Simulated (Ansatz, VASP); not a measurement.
# TiO2: VASP beside Ansatz

The input INCAR:

```
PREC = Accurate ; ENCUT = 520
EDIFF = 1E-6 ; ISMEAR = 0
SIGMA = 0.05 ; LREAL = False
LASPH = True ; NELM = 150
ALGO = Normal ; ISIF = 2
LWAVE = False ; LCHARG = False
ISPIN = 2 ; MAGMOM = 0 0 0 0 1 1
LORBIT = 11 ; LMAXMIX = 4
GGA = PE ; NBANDS = 37
```

Contents of KPOINTS:

```
Automatic mesh
0
Gamma
  5 5 8
```

File POSCAR:

```
TiO2
1.0
    4.5900000000      0.0000000000      0.0000000000
    0.0000000000      4.5900000000      0.0000000000
    0.0000000000      0.0000000000      2.9600000000
O Ti
4 2
Direct
    0.3270000000      0.3270000000      0.0000000000
    0.1730000000      0.8270000000      0.5000000000
    0.6730000000      0.6730000000      0.0000000000
    0.8270000000      0.1730000000      0.5000000000
    0.0000000000      0.0000000000      0.0000000000
    0.5000000000      0.5000000000      0.5000000000
```

Input for Ansatz:

```yaml
crystal:
  lattice:
    - [4.59, 0.0, 0.0]
    - [0.0, 4.59, 0.0]
    - [0.0, 0.0, 2.96]
  atoms:
    - { symbol: O, position: [0.327, 0.327, 0.0] }
    - { symbol: O, position: [0.173, 0.827, 0.5] }
    - { symbol: O, position: [0.673, 0.673, 0.0] }
    - { symbol: O, position: [0.827, 0.173, 0.5] }
    - { symbol: Ti, position: [0.0, 0.0, 0.0], spin: 1.0 }
    - { symbol: Ti, position: [0.5, 0.5, 0.5], spin: 1.0 }
magnetization:
  spin_polarized: true
hamiltonian:
  xc: pbe
  pseudopotentials: { kind: paw }
basis:
  ecutwfc: 420
kpoints:
  mp_grid: { grid: [5, 5, 8] }
scf:
  occupations: { method: gaussian, width: 0.05 }
  lower_state_search: "off"
output:
  forces: true
  stress: true
```

Alike in both runs: task single point; functional PBE; k mesh 5 × 5 × 8; occupations gaussian, width 0.05 eV; collinear spin.

|  | VASP | Ansatz |
| --- | --- | --- |
| version | VASP 6.6.1 | Ansatz 0.2.0 |
| potentials or method | VASP PAW PBE potentials, release 64 (O, Ti_sv), cutoff 520 eV | PAW, plane waves, scalar-relativistic |
| valence electrons in the cell | 48 | 48 |

|  | VASP | Ansatz | Ansatz less VASP |
| --- | --- | --- | --- |
| pressure (GPa) | 20.8 | 20.1 | -0.72 |
| traceless stress, the component that is largest in VASP (GPa) | 4.92 | 4.19 | -0.728 |
| rms of the force components (eV/Å) | 1.870 | 1.839 | -0.0316 |
| net moment per atom (μB) | 0.00 | 0.00 | 0.000 |

Atom by atom the forces differ by 0.032 eV/Å (rms over components). Ansatz's warnings: seeded moment not kept.
